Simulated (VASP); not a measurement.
Here is a VASP 6.6.1 calculation.

File INCAR:

```
PREC     = Accurate       # precision mode
ENCUT    = 520            # plane-wave cutoff, eV
EDIFF    = 1E-6           # SCF threshold, eV
ISMEAR   = -1             # smearing method
SIGMA    = 0.05           # smearing width, eV
LREAL    = False          # projectors in reciprocal space
LASPH    = True           # aspherical terms in the spheres
NELM     = 80             # most SCF steps
ALGO     = Normal         # electronic algorithm
ISIF     = 2              # what is computed and relaxed
LWAVE    = False          # write WAVECAR
LCHARG   = False          # write CHGCAR
GGA      = PE             # functional
IVDW     = 12             # dispersion correction
NBANDS   = 96             # bands
```

Contents of KPOINTS:

```
Automatic mesh
0
Gamma
  4 4 1
```

File POSCAR:

```
Tc12Au
1.0
    5.4800000000      0.0000000000      0.0000000000
    2.7400000000      4.7458190000      0.0000000000
    0.0000000000      0.0000000000     15.3949600000
Tc Au
12 1
Direct
    0.0000000000      0.0000000000      0.0649563234
    0.5000000000      0.0000000000      0.0649563234
   -0.0000000527      0.5000001054      0.0649563234
    0.4999999473      0.5000001054      0.0649563234
   -0.1638309426      0.3276618851      0.1985775864
    0.3329035515      0.3341928969      0.2025610330
   -0.1681233598      0.8336963546      0.2026957524
    0.3344270052      0.8336963546      0.2026957524
    0.0046652643     -0.0093305286      0.3414142680
    0.4937311908      0.0125379834      0.3400074440
   -0.0124372044      0.5031371824      0.3389806794
    0.5092997341      0.5031373931      0.3389807443
    0.2424611575      0.5150769551      0.4839331184
```

Potentials or basis: VASP PAW PBE potentials, release 64 (Tc_pv, Au).

Launch:

```console
$ cat potpaw_PBE.64/Tc_pv/POTCAR potpaw_PBE.64/Au/POTCAR > POTCAR
$ mpirun -np 1 vasp_std > vasp.out
```

(1) Estimate the largest force.

(2) Estimate the band gap on the k mesh.

(3) Predict the dispersion energy per atom.

## Answers

(1) 0.152 eV/Å.

(2) zero (an odd number of electrons rules out a gap without spin polarisation).

(3) -0.435 eV.

Caveat: spin-orbit coupling is left out, which moves the levels of the heavy elements.
